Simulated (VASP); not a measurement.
Cu, 1 atom in the cell. Symmetry: Fm-3m, No. 225, cubic system. Conventional cell: a = 3.566 Å, b = 3.566 Å, c = 3.566 Å, α = 90.00°, β = 90.00°, γ = 90.00°. Cu (site symmetry m-3m) has 12 Cu at 2.52 Å within 3.3 Å. 

- Program: VASP 6.6.1
- Task: single point
- Functional: PBE
- Potentials or basis: VASP PAW PBE potentials, release 64 (Cu)
- Cutoff: 520 eV
- k mesh: 13 × 13 × 13
- Occupations: fermi-dirac, width 0.1 eV
- Spin: no spin polarisation
- Dipole correction: no
- Further INCAR settings: ALGO = Normal; EDIFF = 1e-07; NBANDS = 12

Potentials or basis: VASP PAW PBE potentials, release 64 (Cu).

Command:

```console
$ cat potpaw_PBE.64/Cu/POTCAR > POTCAR
$ mpirun -np 1 vasp_std > vasp.out
```

Hardware: 1 thread of Intel(R) Xeon(R) Platinum 8375C CPU @ 2.90GHz (Ice Lake), with other jobs on the host.

Task: Estimate the wall time of this run.

Result: It took 7.4 s on 1 thread of Intel(R) Xeon(R) Platinum 8375C CPU @ 2.90GHz (Ice Lake) (shared host), peak memory 0.13 GiB. Counts: scf iterations 12, k points 84.
